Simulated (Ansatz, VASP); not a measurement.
AgB2 in VASP and in Ansatz

Contents of INCAR:

```
ALGO = Normal
EDIFF = 1E-8
ENCUT = 520
GGA = PS
ISIF = 2
ISMEAR = -1
LASPH = T
LCHARG = F
LEFG = T
LREAL = F
LWAVE = F
NBANDS = 16
NELM = 60
PREC = Accurate
SIGMA = 0.05
```

Contents of KPOINTS:

```
k-points
0
Gamma
  16 16 13
```

POSCAR

```
AgB2
1.0
    3.0000016405     -0.0150000082     -0.0150000082
   -1.5129912085      2.6055776362     -0.0054903841
   -0.0162000000     -0.0162000000      3.2400000000
Ag B
1 2
Direct
    0.0000000000      0.0000000000      0.0000000000
    0.3333333333      0.6666666667      0.5000000000
    0.6666666667      0.3333333333      0.5000000000
```

Input for Ansatz:

```yaml
crystal:
  lattice:
    - [3.0000016405, -0.0150000082, -0.0150000082]
    - [-1.5129912085, 2.6055776362, -0.0054903841]
    - [-0.0162, -0.0162, 3.24]
  atoms:
    - { symbol: Ag, position: [0.0, 0.0, 0.0] }
    - { symbol: B, position: [0.3333333333, 0.6666666667, 0.5] }
    - { symbol: B, position: [0.6666666667, 0.3333333333, 0.5] }
kpoints:
  mp_grid: { grid: [16, 16, 13] }
scf:
  occupations: { method: fermi_dirac, width: 0.05 }
hamiltonian:
  xc: pbesol
  pseudopotentials: { kind: all_electron, datasets: crystal }
output:
  forces: true
  stress: true
  eigenvalues: true
  efg: { contact_densities: true }
```

Change from the starting cell: equal xy, yz and zx shear strains of -1 %, crystal datasets.

Alike in both runs: task electric field gradients; functional PBEsol; k mesh 16 × 16 × 13; occupations fermi-dirac, width 0.05 eV; no spin polarisation.

|  | VASP | Ansatz |
| --- | --- | --- |
| version | VASP 6.6.1 | Ansatz 0.2.0 |
| potentials or method | VASP PAW PBE potentials, release 64 (Ag, B), cutoff 520 eV | all-electron PAW with datasets made for the crystal, scalar-relativistic |

Ansatz gave:

```
pressure (GPa)                                                : 46.8
traceless stress, the component that is largest in VASP (GPa) : 20.91
rms of the force components (eV/Å)                            : 0.031
size of Vzz on the site where it differs most (V/Å²)          : 26.6
```

What did VASP give for the same quantities?

Pressure (GPa): 46.9; traceless stress, the component that is largest in VASP (GPa): 20.76; rms of the force components (eV/Å): 0.033; size of Vzz on the site where it differs most (V/Å²): 29.7.

VASP's potentials were made for PBE, not for PBEsol. Atom by atom the forces differ by 0.001 eV/Å (rms over components). Both programs put the cell under a high pressure, so it lies far from rest at this level. Ansatz ran all-electron here, and VASP with PAW potentials.
